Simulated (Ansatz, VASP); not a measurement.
Two plane-wave programs on Ge

```xyz
2
Lattice="-2.5745 2.5745 1.3974 2.5745 -2.5745 1.3974 2.5745 2.5745 -1.3974" Properties=species:S:1:pos:R:3 pbc="T T T"
Ge    2.5745    0.0000    0.6987
Ge    0.0000    0.0000    1.3974
```

Alike in both runs: task relaxation of cell and atoms; functional LDA; k mesh 12 × 12 × 12; no spin polarisation.

```csv
,VASP,Ansatz
version,VASP 6.6.1,Ansatz 0.2.0
potentials or method,"VASP PAW LDA potentials, release 64 (Ge_d), cutoff 600 eV","plane waves, PAW"
occupations,"methfessel-paxton of order 1, width 0.1 eV","cold, width 0.1 eV"
valence electrons in the cell,28,28
```

Ansatz gave:

| Property | Result |
| --- | --- |
| relaxed volume (Å³/atom) | 17.91 |
| relaxed length of the cell vector where the two differ most in proportion (Å) | 3.850 |

Q: What did VASP give for the same quantities?

A: Relaxed volume (Å³/atom): 17.92; relaxed length of the cell vector where the two differ most in proportion (Å): 3.850.

LDA's correlation is that of Perdew and Zunger in VASP and of Perdew and Wang (1992) in Ansatz. Ansatz's warnings: stress scf threshold loose.
